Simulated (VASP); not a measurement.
HfC:

```
Hf C
1.0
     0.00000    2.31000    2.31000
     2.31000    0.00000    2.31000
     2.31000    2.31000    0.00000
Hf C
1 1
Direct
  0.00000 0.00000 0.00000
  0.50000 0.50000 0.50000
```

```yaml
Program: VASP 6.6.1
Task: relaxation of cell and atoms
Functional: LDA
Potentials_or_basis: VASP PAW LDA potentials, release 64 (Hf_pv, C)
Cutoff: 600 eV
k_mesh: 16 × 16 × 16
Occupations: gaussian, width 0.1 eV
Spin: no spin polarisation
```

At the start: pressure -7.3 GPa; volume 12.33 Å³/atom.

Task: Where does the relaxation end?

Result: Over 6 steps the energy falls by 8.1 meV/atom and the volume is 11.98 Å³/atom (-2.8 %); space group Fm-3m (No. 225, to 0.1 Å) before and after.

Step by step:
```
step  energy change (eV)  largest force (eV/Å)  pressure (GPa)  volume (Å³)
   1              0.0000                0.0000           -7.26        24.65
   2              0.0417                0.0000           15.70        22.71
   3             -0.0163                0.0000           -0.12        23.96
   4             -0.0163                0.0000            0.03        23.95
   5             -0.0163                0.0000           -0.06        23.96
   6             -0.0163                0.0000            0.00        23.95
```

Final structure:
```cif
data_structure
_symmetry_space_group_name_H-M 'P 1'
_symmetry_Int_Tables_number 1
_cell_length_a 3.2355
_cell_length_b 3.2355
_cell_length_c 3.2355
_cell_angle_alpha 60.000
_cell_angle_beta 60.000
_cell_angle_gamma 60.000
_cell_volume 23.95
loop_
_atom_site_label
_atom_site_type_symbol
_atom_site_fract_x
_atom_site_fract_y
_atom_site_fract_z
_atom_site_occupancy
Hf1 Hf 0.00000 0.00000 0.00000 1
C1 C 0.50000 0.50000 0.50000 1
```
